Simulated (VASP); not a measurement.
## PbSe: electric field gradients with PBE

PbSe:

```
CELL_PARAMETERS angstrom
0.00000 3.12339 3.06215
3.12339 0.00000 3.06215
3.12339 3.12339 0.00000
ATOMIC_POSITIONS crystal
Pb 0.00000 0.00000 0.00000
Se 0.50000 0.50000 0.50000
```

This cell differs from its parent crystal: equal xx and yy strain of +2 %.

| Item | Value |
| --- | --- |
| Program | VASP 6.6.1 |
| Task | electric field gradients |
| Functional | PBE |
| Potentials or basis | VASP PAW PBE potentials, release 64 (Pb_d, Se) |
| Cutoff | 520 eV |
| k mesh | 9 × 9 × 9 |
| Occupations | fermi-dirac, width 0.01 eV |
| Spin | no spin polarisation |
| Dipole correction | no |
| Further INCAR settings | ALGO = Normal; EDIFF = 1e-08; NBANDS = 17 |

The pressure is 0.3 GPa and the band gap on the k mesh is 0.74 eV. The largest electric field gradient by atom is Pb -59.3; Se -4.2 V/Å².

Stress tensor (GPa, compression positive):
```
-0.42  0.00  0.00
 0.00 -0.42  0.00
 0.00  0.00  1.76
```

Levels at points of the mesh, in eV from the valence-band top:
| k point | band 7 | band 8 | band 9 | band 10 | band 11 | band 12 | band 13 | band 14 |
| --- | --- | --- | --- | --- | --- | --- | --- | --- |
| (0.00, 0.00, 0.00) | -6.20 | -1.65 | -1.47 | -1.47 | 4.64 | 4.64 | 5.09 | 6.73 |

Electric field gradients, principal values (V/Å²):
| atom | least | middle | greatest (by size) |
| --- | --- | --- | --- |
| 1 Pb | 29.627 | 29.627 | -59.254 |
| 2 Se | 2.089 | 2.090 | -4.179 |

It took 3.3 min on 1 thread of AMD EPYC 7R13, on a shared host, peak memory 0.22 GiB.

Caveat: the cell differs from its parent crystal (equal xx and yy strain of +2 %); without QUAD_EFG the Cq values of the log hold for a quadrupole moment of 1 mb, not for the nuclei; spin-orbit coupling is left out, which moves the levels of the heavy elements. A k mesh can miss the band edges.
